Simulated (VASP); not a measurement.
Crystal: Cd4SeS3.

```
Cd Se S
1.0
     5.79965    0.00000    0.00000
     0.00000    5.79965    0.00000
     0.00000    0.00000    5.79965
Cd Se S
4 1 3
Cartesian
  1.4499 4.3497 1.4499
  1.4499 1.4499 4.3497
  4.3497 4.3497 4.3497
  4.3497 1.4499 1.4499
  2.8998 2.8998 2.8998
  2.8998 0.0000 0.0000
  0.0000 0.0000 2.8998
  0.0000 2.8998 0.0000
```

| Property | Result |
| --- | --- |
| Program | VASP 6.6.1 |
| Task | relaxation of cell and atoms |
| Functional | PBE |
| Potentials or basis | VASP PAW PBE potentials, release 64 (Cd, Se, S) |
| Cutoff | 600 eV |
| k mesh | 4 × 4 × 4 |
| Occupations | gaussian, width 0.1 eV |
| Spin | no spin polarisation |

At the start: pressure 6.9 GPa; volume 24.38 Å³/atom.

Task: Where does the relaxation end?

Result: Over 5 steps the energy falls by 61.4 meV/atom and the volume is 27.00 Å³/atom (+10.7 %); space group P-43m (No. 215, to 0.1 Å) before and after.

Step by step:
| step | energy change (eV) | largest force (eV/Å) | pressure (GPa) | volume (Å³) |
| --- | --- | --- | --- | --- |
| 1 | 0.0000 | 0.7069 | 6.92 | 195.08 |
| 2 | -0.4153 | 0.1873 | -2.03 | 226.35 |
| 3 | -0.4702 | 0.2966 | -0.18 | 217.41 |
| 4 | -0.4838 | 0.1789 | -0.08 | 216.83 |
| 5 | -0.4915 | 0.0089 | 0.09 | 215.99 |

Final structure:
```yaml
crystal:
  lattice:
    - [5.99993, 0.00000, 0.00000]
    - [0.00000, 5.99993, 0.00000]
    - [0.00000, 0.00000, 5.99993]
  atoms:
    - { symbol: Cd, position: [0.24420, 0.75580, 0.24420] }
    - { symbol: Cd, position: [0.24420, 0.24420, 0.75580] }
    - { symbol: Cd, position: [0.75580, 0.75580, 0.75580] }
    - { symbol: Cd, position: [0.75580, 0.24420, 0.24420] }
    - { symbol: Se, position: [0.50000, 0.50000, 0.50000] }
    - { symbol: S, position: [0.50000, 0.00000, 0.00000] }
    - { symbol: S, position: [0.00000, 0.00000, 0.50000] }
    - { symbol: S, position: [0.00000, 0.50000, 0.00000] }
```
